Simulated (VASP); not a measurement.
# Al3Ru2 (P4mm) in VASP: single point with PBEsol

Aim: the single point of Al3Ru2 with PBEsol.

Everything below comes from runs of VASP 6.6.1. Logs are shortened: lines on timing, memory, paths and dates and some standing lists are left out, and cuts for length are marked.

**1. The cell of the first run**

Symmetry: P4mm, No. 99, tetragonal system. The conventional cell has a = 3.073 Å, b = 3.073 Å, c = 18.752 Å, α = 90.00°, β = 90.00°, γ = 90.00°. Al (site symmetry 4mm) has 8 Ru at 2.64 Å and 6 Al at 2.76 to 3.07 Å within 3.5 Å. Within 3.5 Å of Al (site symmetry 4mm) lie 8 Ru at 2.64 Å and 5 Al at 2.76 to 3.07 Å. Al (site symmetry 4mm) has 4 Ru at 2.51 Å and 9 Al at 2.70 to 3.07 Å within 3.3 Å. Within 3.3 Å of Al (site symmetry 4mm) lie 5 Ru at 2.51 to 2.86 Å and 9 Al at 2.70 to 3.07 Å. Al (site symmetry 4mm) has 5 Ru at 2.51 to 2.86 Å and 9 Al at 2.70 to 3.07 Å within 3.3 Å. Al (site symmetry 4mm) has 8 Al at 2.70 to 3.07 Å and 1 Ru at 2.86 Å within 3.6 Å. Ru (site symmetry 4mm) has 9 Al at 2.51 to 2.86 Å and 5 Ru at 3.01 to 3.07 Å within 3.3 Å. Within 3.5 Å of Ru (site symmetry 4mm) lie 4 Al at 2.64 Å and 5 Ru at 3.01 to 3.07 Å.

**2. Single point, PBEsol (the distance across one plane changed)**

INCAR

```
ALGO = Fast ; EDIFF = 1E-6
ENCUT = 520 ; GGA = PS
ISIF = 2 ; ISMEAR = 0
LASPH = True ; LCHARG = False
LREAL = False ; LWAVE = False
NBANDS = 48 ; NELM = 100
PREC = Accurate ; SIGMA = 0.15
```

KPOINTS

```
k-points
0
Gamma
  15 15 4
```

POSCAR

```
Al3Ru2
1.0
   -3.0733627987      0.0000000000      0.0000000000
    0.0000000000     -3.0733627987      0.0000000000
    0.0000000000      0.0000000000     18.7516646833
Al Ru
6 4
Direct
    0.5000000000      0.5000000000      0.2662354635
    1.0000000000      1.0000000000      0.6462461165
    0.5000000000      0.5000000000      0.1189864895
    1.0000000000      1.0000000000      0.4989971425
    0.5000000000      0.5000000000      0.4134844376
    1.0000000000      1.0000000000      0.0334737845
    0.0000000000      0.0000000000      0.3465381086
    0.5000000000      0.5000000000      0.7265487617
    0.0000000000      0.0000000000      0.1859328184
    0.5000000000      0.5000000000      0.5659434714
```

Potentials or basis: VASP PAW PBE potentials, release 64 (Al, Ru_pv).

Launch:

```console
$ cat potpaw_PBE.64/Al/POTCAR potpaw_PBE.64/Ru_pv/POTCAR > POTCAR
$ mpirun -np 1 vasp_std > vasp.out
```

OUTCAR:

```text
EDIFF = 1E-6
   ENCUT = 520
   GGA = PS
   ISIF = 2
   ISMEAR = 0
   LASPH = True
   LREAL = False
   NELM = 100
   PREC = Accurate

 ion  position               nearest neighbor table
   1  0.500  0.500  0.266-   7 2.64   7 2.64   7 2.64   7 2.64   9 2.64   9 2.64   9 2.64   9 2.64
                             3 2.76   5 2.76
   2  0.000  0.000  0.646-  10 2.64  10 2.64  10 2.64  10 2.64   8 2.64   8 2.64   8 2.64   8 2.64
                             4 2.76
   3  0.500  0.500  0.119-   9 2.51   9 2.51   9 2.51   9 2.51   6 2.70   6 2.70   6 2.70   6 2.70
                             1 2.76
   4  0.000  0.000  0.499-  10 2.51  10 2.51  10 2.51  10 2.51   5 2.70   5 2.70   5 2.70   5 2.70
                             2 2.76   7 2.86
   5  0.500  0.500  0.413-   7 2.51   7 2.51   7 2.51   7 2.51   4 2.70   4 2.70   4 2.70   4 2.70
                             1 2.76  10 2.86
   6  0.000  0.000  0.033-   3 2.70   3 2.70   3 2.70   3 2.70   9 2.86
   7  0.000  0.000  0.347-   5 2.51   5 2.51   5 2.51   5 2.51   1 2.64   1 2.64   1 2.64   1 2.64
                             4 2.86   9 3.01
   8  0.500  0.500  0.727-   2 2.64   2 2.64   2 2.64   2 2.64  10 3.01
   9  0.000  0.000  0.186-   3 2.51   3 2.51   3 2.51   3 2.51   1 2.64   1 2.64   1 2.64   1 2.64
                             6 2.86   7 3.01
  10  0.500  0.500  0.566-   4 2.51   4 2.51   4 2.51   4 2.51   2 2.64   2 2.64   2 2.64   2 2.64
                             5 2.86   8 3.01

  LATTYP: Found a simple tetragonal cell.
 ALAT       =     3.0733627987
 C/A-ratio  =     6.1013508367

  Lattice vectors:

 A1 = (  -3.0733627987,   0.0000000000,   0.0000000000)
 A2 = (   0.0000000000,  -3.0733627987,   0.0000000000)
 A3 = (   0.0000000000,   0.0000000000,  18.7516646833)

Analysis of symmetry for initial positions (statically):
=====================================================================
 Subroutine PRICEL returns:
 Original cell was already a primitive cell.

 Routine SETGRP: Setting up the symmetry group for a
 simple tetragonal supercell.

 Subroutine GETGRP returns: Found  8 space group operations
 (whereof  8 operations were pure point group operations)
 out of a pool of 16 trial point group operations.

The static configuration has the point symmetry C_4v.

Analysis of symmetry for dynamics (positions and initial velocities):
=====================================================================
 Subroutine PRICEL returns:
 Original cell was already a primitive cell.

 Routine SETGRP: Setting up the symmetry group for a
 simple tetragonal supercell.

 Subroutine GETGRP returns: Found  8 space group operations
 (whereof  8 operations were pure point group operations)
 out of a pool of 16 trial point group operations.

The dynamic configuration has the point symmetry C_4v.

 Subroutine INISYM returns: Found  8 space group operations
 (whereof  8 operations are pure point group operations),
 and found     1 'primitive' translations

----------------------------------------------------------------------------------------

                                     Primitive cell

  volume of cell :     177.1200

  direct lattice vectors                    reciprocal lattice vectors
    -3.073362799  0.000000000  0.000000000    -0.325376490  0.000000000  0.000000000
     0.000000000 -3.073362799  0.000000000     0.000000000 -0.325376490  0.000000000
     0.000000000  0.000000000 18.751664683     0.000000000  0.000000000  0.053328599

  length of vectors
     3.073362799  3.073362799 18.751664683     0.325376490  0.325376490  0.053328599

  position of ions in fractional coordinates (direct lattice)
     0.500000000  0.500000000  0.266235464
     0.000000000  0.000000000  0.646246117
     0.500000000  0.500000000  0.118986490
     0.000000000  0.000000000  0.498997143
     0.500000000  0.500000000  0.413484438
     0.000000000  0.000000000  0.033473785
     0.000000000  0.000000000  0.346538109
     0.500000000  0.500000000  0.726548762
     0.000000000  0.000000000  0.185932818
     0.500000000  0.500000000  0.565943471

  ion indices of the primitive-cell ions
   primitive index   ion index
                 1           1
                 2           2
                 3           3
                 4           4
                 5           5
                 6           6
                 7           7
                 8           8
                 9           9
                10          10

----------------------------------------------------------------------------------------

 KPOINTS: k-points

Automatic generation of k-mesh.
 Grid dimensions read from file:
 generate k-points for:   15   15    4

 Generating k-lattice:

  Cartesian coordinates                     Fractional coordinates (reciprocal lattice)
    -0.021691766  0.000000000  0.000000000     0.066666667  0.000000000  0.000000000
     0.000000000 -0.021691766  0.000000000     0.000000000  0.066666667  0.000000000
     0.000000000  0.000000000  0.013332150     0.000000000  0.000000000  0.250000000

  Length of vectors
     0.021691766  0.021691766  0.013332150

  Shift w.r.t. Gamma in fractional coordinates (k-lattice)
     0.000000000  0.000000000  0.000000000

 Subroutine IBZKPT returns following result:
 ===========================================

 Found    108 irreducible k-points:

 Following reciprocal coordinates:
            Coordinates               Weight
  0.000000  0.000000  0.000000      1.000000
  0.066667  0.000000  0.000000      4.000000
  0.133333  0.000000  0.000000      4.000000
  0.200000  0.000000  0.000000      4.000000
  0.266667  0.000000  0.000000      4.000000
  0.333333  0.000000  0.000000      4.000000
[... 16 lines left out ...]
  0.266667  0.200000  0.000000      8.000000
  0.333333  0.200000  0.000000      8.000000
 [... further k-points ...]
   k-points           NKPTS =    108   k-points in BZ     NKDIM =    108   number of bands    NBANDS=     48
   number of dos      NEDOS =    301   number of ions     NIONS =     10
   total plane-waves  NPLWV =  80640
   dimension x,y,z NGX =    24 NGY =   24 NGZ =  140
   dimension x,y,z NGXF=    48 NGYF=   48 NGZF=  280
   ions per type =               6   4
   NGX,Y,Z   is equivalent  to a cutoff of  12.98, 12.98, 12.41 a.u.
   NGXF,Y,Z  is equivalent  to a cutoff of  25.96, 25.96, 24.82 a.u.
 SYSTEM =  unknown system
   PREC   = accura    normal or accurate (medium, high low for compatibility)
   ISTART =      0    job   : 0-new  1-cont  2-samecut
   ICHARG =      2    charge: 1-file 2-atom 10-const
   ISPIN  =      1    spin polarized calculation?
   LNONCOLLINEAR =      F non collinear calculations
   LSORBIT =      F    spin-orbit coupling
   LASPH  =      T    aspherical Exc in radial PAW
   ENCUT  =  520.0 eV  38.22 Ry    6.18 a.u.   5.71  5.71 34.87*2*pi/ulx,y,z
   NELM   =    100;   NELMIN=  2; NELMDL= -5     # of ELM steps
   EDIFF  = 0.1E-05   stopping-criterion for ELM
   LREAL  =      F    real-space projection
   EDIFFG = 0.1E-04   stopping-criterion for IOM
   NSW    =      0    number of steps for IOM
   IBRION =     -1    ionic relax: 0-MD 1-quasi-New 2-CG
   NFREE  =      0    steps in history (QN), initial steepest desc. (CG)
   ISIF   =      2    stress and relaxation
   ISYM   =      2    0-nonsym 1-usesym 2-fastsym
   POTIM  = 0.5000    time-step for ionic-motion
   TEBEG  =    0.0;   TEEND  =   0.0 temperature during run
   PSTRESS=    0.0 pullay stress
   NELECT =      74.0000    total number of electrons
   NUPDOWN=      -1.0000    fix difference up-down
   EMIN   =  10.00;   EMAX   =-10.00  energy-range for DOS
   EFERMI =   0.00;   METHOD = LEGACY
   ISMEAR =     0;   SIGMA  =   0.15  broadening in eV -4-tet -1-fermi 0-gaus
   EFERMI_NEDOS =   21; number of points for ismear=-14 and -15
   IALGO  =     68    algorithm
   IMIX   =      4    mixing-type and parameters
     AMIX     =   0.40;   BMIX     =  1.00
     AMIX_MAG =   1.60;   BMIX_MAG =  1.00
  volume/ion in A,a.u.               =      17.71       119.53
  Fermi-wavevector in a.u.,A,eV,Ry     =   1.223854  2.312749 20.379056  1.497818
  Thomas-Fermi vector in A             =   2.358950
   LORBIT       =      0    0 simple, 1 ext, 2 COOP (PROOUT), +10 PAW based schemes
   GGA     = PS    functional components
   LHFCALC =     F    Hartree Fock is set to
   AEXX    =    0.0000 exact exchange contribution
   IVDW    =     0    specifies the selected vdW correction
   LEPSILON=     F    determine dielectric tensor
   LRPA    =     F    only Hartree local field effects (RPA)
 non-spin polarized calculation
 RMM-DIIS sequential band-by-band and
 Gauss-broadening in eV      SIGMA  =   0.15
  energy-cutoff  :      520.00
  volume of cell :      177.12
 maximum number of plane-waves:      4806
 NGX is ok and might be reduce to    24
   NGX = 11   NGY = 11   NGZ = 69

 number of electron      74.0000020 magnetization

 Free energy of the ion-electron system (eV)
  ---------------------------------------------------
  ext. energy  EPLUGINS =         0.00000000
  ---------------------------------------------------
  free energy    TOTEN  =       -67.41154830 eV

  energy without entropy =      -67.33485329  energy(sigma->0) =      -67.37320079

 E-fermi :   7.0268     XC(G=0): -10.3660

 val. band max:        7.0190308583   @ k =   0.2000   0.0000   0.0000
 cond. band min:       7.0298680748   @ k =   0.1333   0.0000   0.5000
 fundamental gap:      0.0108372164
 Fermi energy:         7.0268011783

 k-point     1 :       0.0000    0.0000    0.0000
  band No.  band energies     occupation
      1     -34.9165      2.00000
      2     -34.8722      2.00000
      3     -34.8722      2.00000
      4     -34.8614      2.00000
      5     -34.7880      2.00000
      6     -34.7880      2.00000
[... 40 lines left out ...]
     47      12.4765      0.00000
     48      12.9947      0.00000

 k-point     2 :       0.0667    0.0000    0.0000
  band No.  band energies     occupation
      1     -34.9157      2.00000
      2     -34.8792      2.00000
      3     -34.8716      2.00000
      4     -34.8606      2.00000
      5     -34.7950      2.00000
      6     -34.7874      2.00000
[... 1114 lines left out ...]
 k-point    24 :       0.3333    0.2000    0.0000
  band No.  band energies     occupation
      1     -34.9863      2.00000
      2     -34.9160      2.00000
      3     -34.9012      2.00000
      4     -34.8972      2.00000
      5     -34.8798      2.00000
      6     -34.8429      2.00000
[... 40 lines left out ...]
     47      11.6664      0.00000
     48      11.9711      0.00000

 [... further k-points ...]
[... 5 lines left out ...]
  --------------------------------------------------------------------------------------
  -------------------------------------------------------------------------------------
  Total       -5.2847760     -5.2847760     -1.6137863      0.0000000      0.0000000      0.0000000
  in kB      -47.8045990    -47.8045990    -14.5978574      0.0000000      0.0000000      0.0000000
  external PRESSURE =     -36.7356851 kB  Pullay stress =       0.0000000 kB

 VOLUME and BASIS-vectors are now :
 -----------------------------------------------------------------------------
  energy-cutoff  :      520.00
  volume of cell :      177.12
      direct lattice vectors                 reciprocal lattice vectors
    -3.073362799  0.000000000  0.000000000    -0.325376490  0.000000000  0.000000000
     0.000000000 -3.073362799  0.000000000     0.000000000 -0.325376490  0.000000000
     0.000000000  0.000000000 18.751664683     0.000000000  0.000000000  0.053328599

 POSITION                                       TOTAL-FORCE (eV/Angst)
 -----------------------------------------------------------------------------------
     -1.53668     -1.53668      4.99236        -0.000000     -0.000000      0.149162
      0.00000      0.00000     12.11819        -0.000000      0.000000      0.664056
     -1.53668     -1.53668      2.23119        -0.000000      0.000000      0.534109
      0.00000      0.00000      9.35703        -0.000000      0.000000     -0.153346
     -1.53668     -1.53668      7.75352        -0.000000      0.000000      0.189365
      0.00000      0.00000      0.62769        -0.000000      0.000000     -0.493903
      0.00000      0.00000      6.49817         0.000000      0.000000     -0.150667
     -1.53668     -1.53668     13.62400        -0.000000      0.000000     -1.025262
      0.00000      0.00000      3.48655        -0.000000      0.000000     -0.130941
     -1.53668     -1.53668     10.61238        -0.000000      0.000000      0.417427
 -----------------------------------------------------------------------------------
    total drift:                               -0.000000      0.000000     -0.001480

  FREE ENERGIE OF THE ION-ELECTRON SYSTEM (eV)
  ---------------------------------------------------
  free  energy   TOTEN  =       -67.4115483009 eV

  energy  without entropy=      -67.3348532856  energy(sigma->0) =      -67.37320079
```

It took 15 min on 1 thread of AMD EPYC 9R45 (Zen 5), shared host; peak memory 0.71 GiB.

What came out:

```
Free energy            : -67.4115 eV
Pressure               : -3.7 GPa
Largest force          : 1.025 eV/Å
Band gap on the k mesh : zero (bands 37 and 38 overlap by 1.28 eV)
```

Forces on the atoms (eV/Å):
```
Al   0.000  0.000  0.149
Al   0.000  0.000  0.664
Al   0.000  0.000  0.534
Al   0.000  0.000 -0.153
Al   0.000  0.000  0.189
Al   0.000  0.000 -0.494
Ru   0.000  0.000 -0.151
Ru   0.000  0.000 -1.025
Ru   0.000  0.000 -0.131
Ru   0.000  0.000  0.417
```

Caveat: the cell differs from its parent crystal (the distance across one plane changed); the cell stands under tension; the PAW data sets were made with another functional, which shifts forces and pressure a little.
